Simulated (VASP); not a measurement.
# Pb (I4_1/amd) in VASP: single point with PBE

Aim: the single point of Pb with PBE.

All numbers are computed with VASP 6.6.1; they aren't measurements. Logs are shortened: lines on timing, memory, paths and dates and some standing lists are left out, and cuts for length are marked.

## 1. The cell of the first run

The structure is tetragonal, space group I4_1/amd (No. 141). The conventional cell has a = 4.863 Å, b = 4.863 Å, c = 7.084 Å, α = 90.00°, β = 90.00°, γ = 90.00°. Pb (site symmetry -4m2) has 4 Pb at 3.01 Å within 4.0 Å.

## 2. Single point, PBE (zz strain of +3 %)

INCAR

```
SYSTEM = Pb
PREC = Accurate ; ENCUT = 520
EDIFF = 1E-6 ; ISMEAR = -1
SIGMA = 0.05 ; LREAL = .FALSE.
LASPH = .TRUE. ; NELM = 80
ALGO = Normal ; ISIF = 2
LWAVE = .FALSE. ; LCHARG = .TRUE.
GGA = PE ; LELF = .TRUE.
LVHAR = .TRUE. ; NBANDS = 21
```

KPOINTS

```
Automatic mesh
0
G
  8 8 8
  0 0 0
```

POSCAR

```
Pb
1.0
    0.0000000000      3.4390000555      3.5421700572
    3.4390000555      0.0000000000      3.5421700572
    3.4390000555      3.4390000555      0.0000000000
Pb
2
Direct
    0.0000000000      0.0000000000      0.0000000000
    0.2500000000      0.2500000000      0.2500000000
```

Potentials or basis: VASP PAW PBE potentials, release 64 (Pb_d).

Started as:

```
$ cat potpaw_PBE.64/Pb_d/POTCAR > POTCAR
$ mpirun -np 1 vasp_std > vasp.out
```

OUTCAR:

```text
SYSTEM = Pb
   PREC = Accurate
   ENCUT = 520
   EDIFF = 1E-6
   ISMEAR = -1
   LREAL = .FALSE.
   LASPH = .TRUE.
   NELM = 80
   ISIF = 2
   GGA = PE

 ion  position               nearest neighbor table
   1  0.000  0.000  0.000-   2 3.01   2 3.01   2 3.01   2 3.01
   2  0.250  0.250  0.250-   1 3.01   1 3.01   1 3.01   1 3.01

  LATTYP: Found a body centered tetragonal cell.
 ALAT       =     4.8634805195
 C/A-ratio  =     1.4566399693

  Lattice vectors:

 A1 = (  -3.4390000555,   0.0000000000,   3.5421700572)
 A2 = (   3.4390000555,   0.0000000000,   3.5421700572)
 A3 = (   0.0000000000,   3.4390000555,  -3.5421700572)

Analysis of symmetry for initial positions (statically):
=====================================================================
 Subroutine PRICEL returns:
 Original cell was already a primitive cell.

 Routine SETGRP: Setting up the symmetry group for a
 body centered tetragonal supercell.

 Subroutine GETGRP returns: Found 16 space group operations
 (whereof  8 operations were pure point group operations)
 out of a pool of 16 trial point group operations.

The static configuration has the point symmetry D_2d.
 The point group associated with its full space group is D_4h.

Analysis of symmetry for dynamics (positions and initial velocities):
=====================================================================
 Subroutine PRICEL returns:
 Original cell was already a primitive cell.

 Routine SETGRP: Setting up the symmetry group for a
 body centered tetragonal supercell.

 Subroutine GETGRP returns: Found 16 space group operations
 (whereof  8 operations were pure point group operations)
 out of a pool of 16 trial point group operations.

The dynamic configuration has the point symmetry D_2d.
 The point group associated with its full space group is D_4h.

 Subroutine INISYM returns: Found 16 space group operations
 (whereof  8 operations are pure point group operations),
 and found     1 'primitive' translations

----------------------------------------------------------------------------------------

                                     Primitive cell

  volume of cell :      83.7845

  direct lattice vectors                    reciprocal lattice vectors
     0.000000000  3.439000056  3.542170057    -0.145391100  0.145391100  0.141156407
     3.439000056  0.000000000  3.542170057     0.145391100 -0.145391100  0.141156407
     3.439000056  3.439000056  0.000000000     0.145391100  0.145391100 -0.141156407

  length of vectors
     4.936971754  4.936971754  4.863480519     0.249403839  0.249403839  0.249403839

  position of ions in fractional coordinates (direct lattice)
     0.000000000  0.000000000  0.000000000
     0.250000000  0.250000000  0.250000000

  ion indices of the primitive-cell ions
   primitive index   ion index
                 1           1
                 2           2

----------------------------------------------------------------------------------------

 KPOINTS: Automatic mesh

Automatic generation of k-mesh.
 Grid dimensions read from file:
 generate k-points for:    8    8    8

 Generating k-lattice:

  Cartesian coordinates                     Fractional coordinates (reciprocal lattice)
    -0.018173887  0.018173887  0.017644551     0.125000000  0.000000000  0.000000000
     0.018173887 -0.018173887  0.017644551     0.000000000  0.125000000  0.000000000
     0.018173887  0.018173887 -0.017644551    -0.000000000 -0.000000000  0.125000000

  Length of vectors
     0.031175480  0.031175480  0.031175480

  Shift w.r.t. Gamma in fractional coordinates (k-lattice)
     0.000000000  0.000000000  0.000000000

 Subroutine IBZKPT returns following result:
 ===========================================

 Found     59 irreducible k-points:

 Following reciprocal coordinates:
            Coordinates               Weight
  0.000000  0.000000  0.000000      1.000000
  0.125000  0.000000  0.000000      8.000000
  0.250000  0.000000  0.000000      8.000000
  0.375000  0.000000  0.000000      8.000000
  0.500000  0.000000  0.000000      4.000000
  0.125000  0.125000  0.000000      2.000000
[... 16 lines left out ...]
  0.250000  0.000000  0.125000     16.000000
  0.375000 -0.000000  0.125000     16.000000
 [... further k-points ...]
   k-points           NKPTS =     59   k-points in BZ     NKDIM =     59   number of bands    NBANDS=     21
   number of dos      NEDOS =    301   number of ions     NIONS =      2
   total plane-waves  NPLWV =  57600
   dimension x,y,z NGX =    40 NGY =   40 NGZ =   36
   dimension x,y,z NGXF=    80 NGYF=   80 NGZF=   72
   ions per type =               2
   NGX,Y,Z   is equivalent  to a cutoff of  13.47, 13.47, 12.31 a.u.
   NGXF,Y,Z  is equivalent  to a cutoff of  26.94, 26.94, 24.61 a.u.
 SYSTEM =  Pb
   PREC   = accura    normal or accurate (medium, high low for compatibility)
   ISTART =      0    job   : 0-new  1-cont  2-samecut
   ICHARG =      2    charge: 1-file 2-atom 10-const
   ISPIN  =      1    spin polarized calculation?
   LNONCOLLINEAR =      F non collinear calculations
   LSORBIT =      F    spin-orbit coupling
   LASPH  =      T    aspherical Exc in radial PAW
   ENCUT  =  520.0 eV  38.22 Ry    6.18 a.u.   9.18  9.18  9.04*2*pi/ulx,y,z
   NELM   =     80;   NELMIN=  2; NELMDL= -5     # of ELM steps
   EDIFF  = 0.1E-05   stopping-criterion for ELM
   LREAL  =      F    real-space projection
   EDIFFG = 0.1E-04   stopping-criterion for IOM
   NSW    =      0    number of steps for IOM
   IBRION =     -1    ionic relax: 0-MD 1-quasi-New 2-CG
   NFREE  =      0    steps in history (QN), initial steepest desc. (CG)
   ISIF   =      2    stress and relaxation
   ISYM   =      2    0-nonsym 1-usesym 2-fastsym
   POTIM  = 0.5000    time-step for ionic-motion
   TEBEG  =    0.0;   TEEND  =   0.0 temperature during run
   PSTRESS=    0.0 pullay stress
   NELECT =      28.0000    total number of electrons
   NUPDOWN=      -1.0000    fix difference up-down
   EMIN   =  10.00;   EMAX   =-10.00  energy-range for DOS
   EFERMI =   0.00;   METHOD = LEGACY
   ISMEAR =    -1;   SIGMA  =   0.05  broadening in eV -4-tet -1-fermi 0-gaus
   EFERMI_NEDOS =   21; number of points for ismear=-14 and -15
   IALGO  =     38    algorithm
   IMIX   =      4    mixing-type and parameters
     AMIX     =   0.40;   BMIX     =  1.00
     AMIX_MAG =   1.60;   BMIX_MAG =  1.00
  volume/ion in A,a.u.               =      41.89       282.70
  Fermi-wavevector in a.u.,A,eV,Ry     =   1.136073  2.146867 17.560522  1.290662
  Thomas-Fermi vector in A             =   2.272778
   LORBIT       =      0    0 simple, 1 ext, 2 COOP (PROOUT), +10 PAW based schemes
   GGA     = PE    functional components
   LHFCALC =     F    Hartree Fock is set to
   AEXX    =    0.0000 exact exchange contribution
   IVDW    =     0    specifies the selected vdW correction
   LEPSILON=     F    determine dielectric tensor
   LRPA    =     F    only Hartree local field effects (RPA)
 non-spin polarized calculation
  energy-cutoff  :      520.00
  volume of cell :       83.78
 maximum number of plane-waves:      2277
 NGX is ok and might be reduce to    40
   NGX = 19   NGY = 19   NGZ = 19

 number of electron      28.0000000 magnetization

 Free energy of the ion-electron system (eV)
  ---------------------------------------------------
  ext. energy  EPLUGINS =         0.00000000
  ---------------------------------------------------
  free energy    TOTEN  =        -6.59280869 eV

  energy without entropy =       -6.58931801  energy(sigma->0) =       -6.59106335

 E-fermi :   4.1103     XC(G=0):  -8.2996

 val. band max:        4.1045475967   @ k =   0.1250   0.0000   0.0000
 cond. band min:       4.2239315851   @ k =   0.1250   0.0000   0.0000
 fundamental gap:      0.1193839883
 Fermi energy:         4.1103150249

 k-point     1 :       0.0000    0.0000    0.0000
  band No.  band energies     occupation
      1     -13.0662      2.00000
      2     -13.0662      2.00000
      3     -13.0518      2.00000
      4     -12.9928      2.00000
      5     -12.9871      2.00000
      6     -12.6067      2.00000
[... 13 lines left out ...]
     20      11.7907      0.00000
     21      12.1887      0.00000

 k-point     2 :       0.1250    0.0000    0.0000
  band No.  band energies     occupation
      1     -13.0803      2.00000
      2     -13.0724      2.00000
      3     -13.0568      2.00000
      4     -12.9714      2.00000
      5     -12.9679      2.00000
      6     -12.6233      2.00000
[... 13 lines left out ...]
     20      11.1869      0.00000
     21      11.4839      0.00000

 k-point     3 :       0.2500    0.0000    0.0000
  band No.  band energies     occupation
      1     -13.0999      2.00000
      2     -13.0883      2.00000
      3     -13.0501      2.00000
      4     -12.9388      2.00000
      5     -12.9372      2.00000
      6     -12.6480      2.00000
[... 13 lines left out ...]
     20      11.1225      0.00000
     21      11.2168      0.00000

 k-point     4 :       0.3750    0.0000    0.0000
  band No.  band energies     occupation
      1     -13.1112      2.00000
      2     -13.0966      2.00000
      3     -13.0414      2.00000
      4     -12.9178      2.00000
      5     -12.9178      2.00000
      6     -12.6644      2.00000
[... 13 lines left out ...]
     20      11.7163      0.00000
     21      11.7814      0.00000

 k-point     5 :       0.5000    0.0000    0.0000
  band No.  band energies     occupation
      1     -13.1144      2.00000
      2     -13.0986      2.00000
      3     -13.0376      2.00000
      4     -12.9123      2.00000
      5     -12.9117      2.00000
      6     -12.6686      2.00000
[... 13 lines left out ...]
     20      11.8854      0.00000
     21      12.3535      0.00000
[... 382 lines left out ...]
     20      12.0607      0.00000
     21      14.3008      0.00000

 k-point    22 :       0.1250    0.0000    0.1250
  band No.  band energies     occupation
      1     -13.0760      2.00000
      2     -13.0759      2.00000
      3     -13.0623      2.00000
      4     -12.9755      2.00000
      5     -12.9499      2.00000
      6     -12.6568      2.00000
[... 13 lines left out ...]
     20      10.4891      0.00000
     21      12.1806      0.00000

 k-point    23 :       0.2500    0.0000    0.1250
  band No.  band energies     occupation
      1     -13.1005      2.00000
      2     -13.0820      2.00000
      3     -13.0560      2.00000
      4     -12.9492      2.00000
      5     -12.9150      2.00000
      6     -12.6971      2.00000
[... 13 lines left out ...]
     20      10.5315      0.00000
     21      11.9231      0.00000

 k-point    24 :       0.3750   -0.0000    0.1250
  band No.  band energies     occupation
      1     -13.1213      2.00000
      2     -13.0959      2.00000
      3     -13.0321      2.00000
      4     -12.9200      2.00000
      5     -12.8921      2.00000
      6     -12.7159      2.00000
[... 13 lines left out ...]
     20      11.4452      0.00000
     21      12.3212      0.00000

 [... further k-points ...]
[... 5 lines left out ...]
  --------------------------------------------------------------------------------------
  -------------------------------------------------------------------------------------
  Total        0.7238010      0.7238010      0.5871938      0.0000000      0.0000000      0.0000000
  in kB       13.8409529     13.8409529     11.2286684      0.0000000      0.0000000      0.0000000
  external PRESSURE =      12.9701914 kB  Pullay stress =       0.0000000 kB

 VOLUME and BASIS-vectors are now :
 -----------------------------------------------------------------------------
  energy-cutoff  :      520.00
  volume of cell :       83.78
      direct lattice vectors                 reciprocal lattice vectors
     0.000000000  3.439000056  3.542170057    -0.145391100  0.145391100  0.141156407
     3.439000056  0.000000000  3.542170057     0.145391100 -0.145391100  0.141156407
     3.439000056  3.439000056  0.000000000     0.145391100  0.145391100 -0.141156407

 POSITION                                       TOTAL-FORCE (eV/Angst)
 -----------------------------------------------------------------------------------
      0.00000      0.00000      0.00000        -0.000000     -0.000000     -0.000000
      1.71950      1.71950      1.77109         0.000000      0.000000      0.000000
 -----------------------------------------------------------------------------------
    total drift:                               -0.000000     -0.000000      0.000000

  FREE ENERGIE OF THE ION-ELECTRON SYSTEM (eV)
  ---------------------------------------------------
  free  energy   TOTEN  =        -6.5928086919 eV

  energy  without entropy=       -6.5893180100  energy(sigma->0) =       -6.59106335
```

It took 82 s on 1 thread of Intel Xeon Platinum 8259CL at 2.50GHz (Skylake/Cascade Lake), shared host; peak memory 0.27 GiB.

Results:

| Item | Value |
| --- | --- |
| Free energy | -6.5928 eV |
| Pressure | 1.3 GPa |
| Band gap on the k mesh | zero (band 14 reaches 4.53 eV, above the bottom of band 15 at 3.46 eV) |

Stress tensor (GPa, compression positive):
```
1.38 0.00 0.00
0.00 1.38 0.00
0.00 0.00 1.12
```

Caveat: the cell differs from its parent crystal (zz strain of +3 %); spin-orbit coupling is left out, which moves the levels of the heavy elements.
